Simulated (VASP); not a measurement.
# Os (P6_3/mmc) in VASP: notebook

The runs below take Os through single point, with LDA.

Everything below comes from runs of VASP 6.6.1. Logs are shortened: lines on timing, memory, paths and dates and some standing lists are left out, and cuts for length are marked.

## (1) The cell of the first run

Symmetry: P6_3/mmc, No. 194, hexagonal system. Conventional cell: a = 2.718 Å, b = 2.718 Å, c = 4.284 Å, α = 90.00°, β = 90.00°, γ = 120.00°. Within 3.5 Å of Os (site symmetry -6m2) lie 12 Os at 2.66 to 2.72 Å.

## (2) Single point, LDA

INCAR reads:

```
PREC = Accurate ; ENCUT = 500
EDIFF = 1E-6 ; ISMEAR = -1
SIGMA = 0.1 ; LREAL = F
LASPH = T ; NELM = 120
ALGO = Normal ; ISIF = 2
LWAVE = F ; LCHARG = F
NBANDS = 23 ; GGA_COMPAT = F
```

KPOINTS reads:

```
Automatic mesh
0
Gamma
  11 11 6
```

POSCAR reads:

```
Os
1.0
    2.7175247593      0.0000000000      0.0000000000
   -1.3587623796      2.3534454770      0.0000000000
    0.0000000000      0.0000000000      4.2844606214
Os
2
Direct
    0.3333333333      0.6666666667      0.2500000000
    0.6666666667      0.3333333333      0.7500000000
```

Potentials or basis: VASP PAW LDA potentials, release 64 (Os_sv_GW).

Command:

```
$ cat potpaw_LDA.64/Os_sv_GW/POTCAR > POTCAR
$ mpirun -np 1 vasp_std > vasp.out
```

OUTCAR:

```text
PREC = Accurate
   ENCUT = 500
   EDIFF = 1E-6
   ISMEAR = -1
   LREAL = F
   LASPH = T
   NELM = 120
   ISIF = 2

 ion  position               nearest neighbor table
   1  0.333  0.667  0.250-   2 2.66   2 2.66   2 2.66   2 2.66   2 2.66   2 2.66
   2  0.667  0.333  0.750-   1 2.66   1 2.66   1 2.66   1 2.66   1 2.66   1 2.66

  LATTYP: Found a hexagonal cell.
 ALAT       =     2.7175247593
 C/A-ratio  =     1.5766040794

  Lattice vectors:

 A1 = (   2.7175247593,   0.0000000000,   0.0000000000)
 A2 = (  -1.3587623796,   2.3534454770,   0.0000000000)
 A3 = (   0.0000000000,   0.0000000000,   4.2844606214)

Analysis of symmetry for initial positions (statically):
=====================================================================
 Subroutine PRICEL returns:
 Original cell was already a primitive cell.

 Routine SETGRP: Setting up the symmetry group for a
 hexagonal supercell.

 Subroutine GETGRP returns: Found 24 space group operations
 (whereof 12 operations were pure point group operations)
 out of a pool of 24 trial point group operations.

The static configuration has the point symmetry D_3d.
 The point group associated with its full space group is D_6h.

Analysis of symmetry for dynamics (positions and initial velocities):
=====================================================================
 Subroutine PRICEL returns:
 Original cell was already a primitive cell.

 Routine SETGRP: Setting up the symmetry group for a
 hexagonal supercell.

 Subroutine GETGRP returns: Found 24 space group operations
 (whereof 12 operations were pure point group operations)
 out of a pool of 24 trial point group operations.

The dynamic configuration has the point symmetry D_3d.
 The point group associated with its full space group is D_6h.

 Subroutine INISYM returns: Found 24 space group operations
 (whereof 12 operations are pure point group operations),
 and found     1 'primitive' translations

----------------------------------------------------------------------------------------

                                     Primitive cell

  volume of cell :      27.4015

  direct lattice vectors                    reciprocal lattice vectors
     2.717524759  0.000000000  0.000000000     0.367981928  0.212454465  0.000000000
    -1.358762380  2.353445477  0.000000000     0.000000000  0.424908930  0.000000000
     0.000000000  0.000000000  4.284460621     0.000000000  0.000000000  0.233401608

  length of vectors
     2.717524759  2.717524759  4.284460621     0.424908930  0.424908930  0.233401608

  position of ions in fractional coordinates (direct lattice)
     0.333333333  0.666666667  0.250000000
     0.666666667  0.333333333  0.750000000

  ion indices of the primitive-cell ions
   primitive index   ion index
                 1           1
                 2           2

----------------------------------------------------------------------------------------

 KPOINTS: Automatic mesh

Automatic generation of k-mesh.
 Grid dimensions read from file:
 generate k-points for:   11   11    6

 Generating k-lattice:

  Cartesian coordinates                     Fractional coordinates (reciprocal lattice)
     0.033452903  0.019314042  0.000000000     0.090909091  0.000000000  0.000000000
     0.000000000  0.038628085  0.000000000     0.000000000  0.090909091  0.000000000
     0.000000000  0.000000000  0.038900268     0.000000000  0.000000000  0.166666667

  Length of vectors
     0.038628085  0.038628085  0.038900268

  Shift w.r.t. Gamma in fractional coordinates (k-lattice)
     0.000000000  0.000000000  0.000000000

 Subroutine IBZKPT returns following result:
 ===========================================

 Found     64 irreducible k-points:

 Following reciprocal coordinates:
            Coordinates               Weight
  0.000000  0.000000  0.000000      1.000000
  0.090909 -0.000000  0.000000      6.000000
  0.181818 -0.000000  0.000000      6.000000
  0.272727 -0.000000  0.000000      6.000000
  0.363636 -0.000000  0.000000      6.000000
  0.454545 -0.000000  0.000000      6.000000
[... 16 lines left out ...]
  0.090909  0.090909  0.166667     12.000000
  0.181818  0.090909  0.166667     24.000000
 [... further k-points ...]
   k-points           NKPTS =     64   k-points in BZ     NKDIM =     64   number of bands    NBANDS=     23
   number of dos      NEDOS =    301   number of ions     NIONS =      2
   total plane-waves  NPLWV =  12800
   dimension x,y,z NGX =    20 NGY =   20 NGZ =   32
   dimension x,y,z NGXF=    40 NGYF=   40 NGZF=   64
   ions per type =               2
   NGX,Y,Z   is equivalent  to a cutoff of  12.24, 12.24, 12.42 a.u.
   NGXF,Y,Z  is equivalent  to a cutoff of  24.47, 24.47, 24.83 a.u.
 SYSTEM =  unknown system
   PREC   = accura    normal or accurate (medium, high low for compatibility)
   ISTART =      0    job   : 0-new  1-cont  2-samecut
   ICHARG =      2    charge: 1-file 2-atom 10-const
   ISPIN  =      1    spin polarized calculation?
   LNONCOLLINEAR =      F non collinear calculations
   LSORBIT =      F    spin-orbit coupling
   LASPH  =      T    aspherical Exc in radial PAW
   ENCUT  =  500.0 eV  36.75 Ry    6.06 a.u.   4.95  4.95  7.81*2*pi/ulx,y,z
   NELM   =    120;   NELMIN=  2; NELMDL= -5     # of ELM steps
   EDIFF  = 0.1E-05   stopping-criterion for ELM
   LREAL  =      F    real-space projection
   EDIFFG = 0.1E-04   stopping-criterion for IOM
   NSW    =      0    number of steps for IOM
   IBRION =     -1    ionic relax: 0-MD 1-quasi-New 2-CG
   NFREE  =      0    steps in history (QN), initial steepest desc. (CG)
   ISIF   =      2    stress and relaxation
   ISYM   =      2    0-nonsym 1-usesym 2-fastsym
   POTIM  = 0.5000    time-step for ionic-motion
   TEBEG  =    0.0;   TEEND  =   0.0 temperature during run
   PSTRESS=    0.0 pullay stress
   NELECT =      32.0000    total number of electrons
   NUPDOWN=      -1.0000    fix difference up-down
   EMIN   =  10.00;   EMAX   =-10.00  energy-range for DOS
   EFERMI =   0.00;   METHOD = LEGACY
   ISMEAR =    -1;   SIGMA  =   0.10  broadening in eV -4-tet -1-fermi 0-gaus
   EFERMI_NEDOS =   21; number of points for ismear=-14 and -15
   IALGO  =     38    algorithm
   IMIX   =      4    mixing-type and parameters
     AMIX     =   0.40;   BMIX     =  1.00
     AMIX_MAG =   1.60;   BMIX_MAG =  1.00
  volume/ion in A,a.u.               =      13.70        92.46
  Fermi-wavevector in a.u.,A,eV,Ry     =   1.723985  3.257860 40.438219  2.972125
  Thomas-Fermi vector in A             =   2.799759
   LORBIT       =      0    0 simple, 1 ext, 2 COOP (PROOUT), +10 PAW based schemes
   GGA     = CA    functional components
   LHFCALC =     F    Hartree Fock is set to
   AEXX    =    0.0000 exact exchange contribution
   IVDW    =     0    specifies the selected vdW correction
   LEPSILON=     F    determine dielectric tensor
   LRPA    =     F    only Hartree local field effects (RPA)
 non-spin polarized calculation
  energy-cutoff  :      500.00
  volume of cell :       27.40
 maximum number of plane-waves:       709
 NGX is ok and might be reduce to    20
   NGX =  9   NGY =  9   NGZ = 15

 number of electron      32.0000001 magnetization

 Free energy of the ion-electron system (eV)
  ---------------------------------------------------
  ext. energy  EPLUGINS =         0.00000000
  ---------------------------------------------------
  free energy    TOTEN  =       -27.62095725 eV

  energy without entropy =      -27.57155070  energy(sigma->0) =      -27.59625398

 E-fermi :  13.9042     XC(G=0): -14.9438

 val. band max:       13.8671409306   @ k =   0.0909  -0.0000   0.3333
 cond. band min:      13.9439125136   @ k =   0.3636   0.0909   0.3333
 fundamental gap:      0.0767715830
 Fermi energy:        13.9041650222

 k-point     1 :       0.0000    0.0000    0.0000
  band No.  band energies     occupation
      1     -72.3029      2.00000
      2     -72.1720      2.00000
      3     -32.6064      2.00000
      4     -31.5803      2.00000
      5     -31.5803      2.00000
      6     -31.3849      2.00000
[... 15 lines left out ...]
     22      27.2945      0.00000
     23      29.7732      0.00000

 k-point     2 :       0.0909   -0.0000    0.0000
  band No.  band energies     occupation
      1     -72.2957      2.00000
      2     -72.1693      2.00000
      3     -32.5755      2.00000
      4     -31.6453      2.00000
      5     -31.6026      2.00000
      6     -31.4536      2.00000
[... 15 lines left out ...]
     22      28.0092      0.00000
     23      30.2029      0.00000

 k-point     3 :       0.1818   -0.0000    0.0000
  band No.  band energies     occupation
      1     -72.2753      2.00000
      2     -72.1621      2.00000
      3     -32.4873      2.00000
      4     -31.8189      2.00000
      5     -31.6591      2.00000
      6     -31.6321      2.00000
[... 15 lines left out ...]
     22      29.4225      0.00000
     23      30.5661      0.00000

 k-point     4 :       0.2727   -0.0000    0.0000
  band No.  band energies     occupation
      1     -72.2469      2.00000
      2     -72.1547      2.00000
      3     -32.3575      2.00000
      4     -32.0466      2.00000
      5     -31.8556      2.00000
      6     -31.7302      2.00000
[... 15 lines left out ...]
     22      27.4749      0.00000
     23      29.1157      0.00000

 k-point     5 :       0.3636   -0.0000    0.0000
  band No.  band energies     occupation
      1     -72.2181      2.00000
      2     -72.1505      2.00000
      3     -32.2551      2.00000
      4     -32.2106      2.00000
      5     -32.0529      2.00000
      6     -31.7928      2.00000
[... 15 lines left out ...]
     22      24.4982      0.00000
     23      27.5470      0.00000

 k-point     6 :       0.4545   -0.0000    0.0000
  band No.  band energies     occupation
      1     -72.1980      2.00000
      2     -72.1509      2.00000
      3     -32.3779      2.00000
      4     -32.1669      2.00000
      5     -32.0933      2.00000
      6     -31.8292      2.00000
[... 15 lines left out ...]
     22      25.8313      0.00000
     23      25.8796      0.00000

 k-point     7 :       0.0909    0.0909    0.0000
  band No.  band energies     occupation
      1     -72.2817      2.00000
      2     -72.1642      2.00000
      3     -32.5156      2.00000
      4     -31.7504      2.00000
      5     -31.6737      2.00000
      6     -31.5490      2.00000
[... 353 lines left out ...]
     22      28.1577      0.00000
     23      29.6405      0.00000

 k-point    21 :       0.3636   -0.0000    0.1667
  band No.  band energies     occupation
      1     -72.2134      2.00000
      2     -72.1551      2.00000
      3     -32.3667      2.00000
      4     -32.1388      2.00000
      5     -32.0202      2.00000
      6     -31.7734      2.00000
[... 15 lines left out ...]
     22      26.5397      0.00000
     23      28.3423      0.00000

 k-point    22 :       0.4545   -0.0000    0.1667
  band No.  band energies     occupation
      1     -72.1947      2.00000
      2     -72.1539      2.00000
      3     -32.4428      2.00000
      4     -32.2395      2.00000
      5     -31.9787      2.00000
      6     -31.8082      2.00000
[... 15 lines left out ...]
     22      25.2344      0.00000
     23      26.7935      0.00000

 k-point    23 :       0.0909    0.0909    0.1667
  band No.  band energies     occupation
      1     -72.2739      2.00000
      2     -72.1721      2.00000
      3     -32.4532      2.00000
      4     -31.7276      2.00000
      5     -31.6765      2.00000
      6     -31.5916      2.00000
[... 15 lines left out ...]
     22      28.6204      0.00000
     23      30.7282      0.00000

 k-point    24 :       0.1818    0.0909    0.1667
  band No.  band energies     occupation
      1     -72.2507      2.00000
      2     -72.1637      2.00000
      3     -32.3770      2.00000
      4     -31.9010      2.00000
      5     -31.8469      2.00000
      6     -31.6799      2.00000
[... 15 lines left out ...]
     22      29.1097      0.00000
     23      29.9555      0.00000

 [... further k-points ...]
[... 5 lines left out ...]
  --------------------------------------------------------------------------------------
  -------------------------------------------------------------------------------------
  Total       -0.1975093     -0.1975093      0.1439626     -0.0000000      0.0000000     -0.0000000
  in kB      -11.5484691    -11.5484691      8.4175672     -0.0000000      0.0000000     -0.0000000
  external PRESSURE =      -4.8931236 kB  Pullay stress =       0.0000000 kB

 VOLUME and BASIS-vectors are now :
 -----------------------------------------------------------------------------
  energy-cutoff  :      500.00
  volume of cell :       27.40
      direct lattice vectors                 reciprocal lattice vectors
     2.717524759  0.000000000  0.000000000     0.367981928  0.212454465  0.000000000
    -1.358762380  2.353445477  0.000000000     0.000000000  0.424908930  0.000000000
     0.000000000  0.000000000  4.284460621     0.000000000  0.000000000  0.233401608

 POSITION                                       TOTAL-FORCE (eV/Angst)
 -----------------------------------------------------------------------------------
     -0.00000      1.56896      1.07112         0.000000     -0.000000      0.000000
      1.35876      0.78448      3.21335        -0.000000      0.000000      0.000000
 -----------------------------------------------------------------------------------
    total drift:                               -0.000000      0.000000     -0.000000

  FREE ENERGIE OF THE ION-ELECTRON SYSTEM (eV)
  ---------------------------------------------------
  free  energy   TOTEN  =       -27.6209572500 eV

  energy  without entropy=      -27.5715507038  energy(sigma->0) =      -27.59625398
```

Wall time 37 s (1 thread of Intel Xeon Platinum 8488C (Sapphire Rapids), shared host); peak memory 0.15 GiB.

Results:

```yaml
Free_energy: -27.6210 eV
Pressure: -0.5 GPa
Band_gap_on_the_k_mesh: zero (band 16 reaches 16.11 eV, above the bottom of band 17 at 12.06 eV)
```

Levels at points of the mesh, in eV from the Fermi level:
```csv
k point,band 12,band 13,band 14,band 15,band 16,band 17,band 18,band 19,band 20,band 21
"(0.00, 0.00, 0.00)",-3.13,-2.84,-2.25,-2.25,-1.60,-1.60,0.20,1.78,1.78,9.35
"(0.00, 0.00, 0.50)",-3.61,-3.33,-3.33,-3.33,-3.33,0.97,0.97,0.97,0.97,13.09
```

Caveat: spin-orbit coupling is left out, which moves the levels of the heavy elements.

## (3) Single point, LDA

INCAR reads:

```
ALGO = Normal ; EDIFF = 1E-6
ENCUT = 500 ; GGA_COMPAT = F
ISIF = 2 ; ISMEAR = -1
LASPH = T ; LCHARG = F
LREAL = F ; LWAVE = F
NBANDS = 23 ; NELM = 120
PREC = Accurate ; SIGMA = 0.1
```

KPOINTS reads:

```
k-points
0
Gamma
  13 13 8
```

POSCAR is that of step 2.

Potentials or basis: VASP PAW LDA potentials, release 64 (Os_sv_GW).

Command:

```
$ cat potpaw_LDA.64/Os_sv_GW/POTCAR > POTCAR
$ mpirun -np 1 vasp_std > vasp.out
```

It took 28 s on 1 thread of Intel Xeon Platinum 8375C at 2.90GHz (Ice Lake), shared host; peak memory 0.16 GiB.

Results (log left out):

```yaml
Free_energy: -27.6320 eV
Pressure: -0.6 GPa
Band_gap_on_the_k_mesh: zero (band 16 reaches 16.09 eV, above the bottom of band 17 at 12.13 eV)
```

Stress tensor (GPa, compression positive):
```
-0.47  0.00  0.00
 0.00 -0.47  0.00
 0.00  0.00 -0.98
```

Levels at points of the mesh, in eV from the Fermi level:
```
           k point  band 13  band 14  band 15  band 16  band 17  band 18  band 19  band 20
(0.00, 0.00, 0.00)    -2.93    -2.34    -2.34    -1.69    -1.69     0.11     1.69     1.69
(0.00, 0.00, 0.50)    -3.42    -3.42    -3.42    -3.42     0.88     0.88     0.88     0.88
```

Caveat: spin-orbit coupling is left out, which moves the levels of the heavy elements.

## (4) Single point, LDA

INCAR reads:

```
SYSTEM = Os
PREC     = Accurate       ! precision mode
ENCUT    = 500            ! plane-wave cutoff, eV
EDIFF    = 1E-6           ! SCF threshold, eV
ISMEAR   = -1             ! smearing method
SIGMA    = 0.1            ! smearing width, eV
LREAL    = .False.        ! projectors in reciprocal space
LASPH    = .True.         ! aspherical terms in the spheres
NELM     = 120            ! most SCF steps
ALGO     = Normal         ! electronic algorithm
ISIF     = 2              ! what is computed and relaxed
LWAVE    = .False.        ! write WAVECAR
LCHARG   = .True.         ! write CHGCAR
GGA      = CA             ! functional
LELF     = .True.         ! ELF
LVHAR    = .True.       
NBANDS   = 23             ! bands
GGA_COMPAT= .False.
```

KPOINTS reads:

```
regular mesh
0
Gamma
  8 8 5
  0 0 0
```

POSCAR is that of step 3.

Command:

```
$ cat potpaw_LDA.64/Os_sv_GW/POTCAR > POTCAR
$ mpirun -np 1 vasp_std > vasp.out
```

Run time: 7.5 s. Hardware: 1 thread of Intel Xeon 6975P-C (Granite Rapids), shared host; peak memory 0.14 GiB.

It converged, with:

| Item | Value |
| --- | --- |
| Free energy | -27.6874 eV |
| Pressure | -1.2 GPa |
| Band gap on the k mesh | zero (band 16 reaches 16.05 eV, above the bottom of band 17 at 12.18 eV) |

Stress tensor (GPa, compression positive):
```
-1.88  0.00  0.00
 0.00 -1.88  0.00
 0.00  0.00  0.10
```

Levels at points of the mesh, in eV from the Fermi level:
```
           k point  band 12  band 13  band 14  band 15  band 16  band 17  band 18  band 19  band 20  band 21
(0.00, 0.00, 0.00)    -3.04    -2.75    -2.16    -2.16    -1.51    -1.51     0.29     1.86     1.86     9.44
(0.50, 0.00, 0.00)    -3.56    -2.77    -2.48    -1.78     2.24     2.83     2.98     4.73     6.04     9.55
```

Caveat: spin-orbit coupling is left out, which moves the levels of the heavy elements.

## (5) Single point, LDA

INCAR reads:

```
ALGO     = Normal         # electronic algorithm
EDIFF    = 1E-7           # SCF threshold, eV
ENCUT    = 520            # plane-wave cutoff, eV
GGA      = CA             # functional
ISIF     = 2              # what is computed and relaxed
ISMEAR   = -1             # smearing method
LASPH    = True           # aspherical terms in the spheres
LCHARG   = False          # write CHGCAR
LREAL    = False          # projectors in reciprocal space
LWAVE    = False          # write WAVECAR
NBANDS   = 15             # bands
NELM     = 100            # most SCF steps
PREC     = Accurate       # precision mode
SIGMA    = 0.3            # smearing width, eV
```

KPOINTS reads:

```
k-points
0
Gamma
  13 13 8
```

POSCAR is that of step 4.

Potentials or basis: VASP PAW LDA potentials, release 64 (Os).

Command:

```
$ cat potpaw_LDA.64/Os/POTCAR > POTCAR
$ mpirun -np 1 vasp_std > vasp.out
```

Wall time 34 s (1 thread of Intel Xeon Platinum 8259CL at 2.50GHz (Skylake/Cascade Lake), shared host); peak memory 0.15 GiB.

It converged, with:

* Free energy: -25.4877 eV
* Pressure: 2.7 GPa
* Band gap on the k mesh: zero (band 8 reaches 11.85 eV, above the bottom of band 9 at 7.91 eV)

Stress tensor (GPa, compression positive):
```
2.14 0.00 0.00
0.00 2.14 0.00
0.00 0.00 3.67
```

Levels at points of the mesh, in eV from the Fermi level:
| k point | band 5 | band 6 | band 7 | band 8 | band 9 | band 10 | band 11 | band 12 |
| --- | --- | --- | --- | --- | --- | --- | --- | --- |
| (0.00, 0.00, 0.00) | -2.91 | -2.32 | -2.32 | -1.67 | -1.67 | 0.14 | 1.70 | 1.70 |
| (0.00, 0.00, 0.50) | -3.40 | -3.40 | -3.40 | -3.40 | 0.89 | 0.89 | 0.89 | 0.89 |

Caveat: spin-orbit coupling is left out, which moves the levels of the heavy elements.

## (6) The runs side by side

```csv
potentials or basis,k mesh,cutoff (eV),smearing,second run,gap on the mesh (eV),pressure (GPa)
"VASP PAW LDA potentials, release 64 (Os_sv_GW)",11 × 11 × 6,500,fermi-dirac 0.1 eV,valence_matched,none,-0.5
"VASP PAW LDA potentials, release 64 (Os_sv_GW)",13 × 13 × 8,500,fermi-dirac 0.1 eV,valence_matched,none,-0.6
"VASP PAW LDA potentials, release 64 (Os_sv_GW)",8 × 8 × 5,500,fermi-dirac 0.1 eV,valence_matched,none,-1.2
"VASP PAW LDA potentials, release 64 (Os)",13 × 13 × 8,520,fermi-dirac 0.3 eV,-,none,2.7
```

Alike in all rows: task single point; level LDA; no spin polarisation; cell as given.

Caveats: spin-orbit coupling is left out, which moves the levels of the heavy elements.

Absolute energies hang on the potentials; compare differences alone.
